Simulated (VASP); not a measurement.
Wanted: the native input for a VASP 6.6.1 run.

- Task: single point
- Functional: RPBE
- Potentials or basis: VASP PAW PBE potentials, release 64 (V_sv)
- Cutoff: 520 eV
- k mesh: 6 × 6 × 6, shifted
- Occupations: methfessel-paxton, width 0.2 eV
- Spin: collinear spin, ferromagnetic start
- Starting moments: [1.5] μB
- Dipole correction: no
- Further INCAR settings: ALGO = Normal; EDIFF = 1e-07; NBANDS = 16; ISYM = 0

The structure of V lies in POSCAR:

```
V
1.0
    0.0000000000      1.8950000000      1.8950000000
    1.8950000000      0.0000000000      1.8950000000
    1.8950000000      1.8950000000      0.0000000000
V
1
Direct
    0.0000000000      0.0000000000      0.0000000000
```

One way to write it, as run:

INCAR

```
PREC     = Accurate       # precision mode
ENCUT    = 520            # plane-wave cutoff, eV
EDIFF    = 1E-7           # SCF threshold, eV
ISMEAR   = 1              # smearing method
SIGMA    = 0.2            # smearing width, eV
LREAL    = F              # projectors in reciprocal space
LASPH    = T              # aspherical terms in the spheres
NELM     = 150            # most SCF steps
ALGO     = Normal         # electronic algorithm
ISIF     = 2              # what is computed and relaxed
LWAVE    = F              # write WAVECAR
LCHARG   = F              # write CHGCAR
ISPIN    = 2              # spin polarisation
MAGMOM   = 1.5            # initial moments
LORBIT   = 11             # projections on sites
LMAXMIX  = 4              # l up to which the mixer works
GGA      = RP             # functional
NBANDS   = 16             # bands
ISYM     = 0
```

KPOINTS

```
Automatic mesh
0
Gamma
  6 6 6
  0.5 0.5 0.5
```

Potentials or basis: VASP PAW PBE potentials, release 64 (V_sv).

Run with:

```sh
$ cat potpaw_PBE.64/V_sv/POTCAR > POTCAR
$ mpirun -np 1 vasp_std > vasp.out
```

It gave:

```
Pressure                                              : 8.2 GPa
Net moment                                            : 0.00 μB per cell
Valence electrons inside the program's atomic spheres : V 11.62
```

Caveat: the k points lie up to 0.48 Å⁻¹ apart; the PAW data sets were made with another functional, which shifts forces and pressure a little.

Run time: 64 s on 1 thread of Intel(R) Xeon(R) 6975P-C (Granite Rapids), with other jobs on the host, peak memory 0.24 GiB.
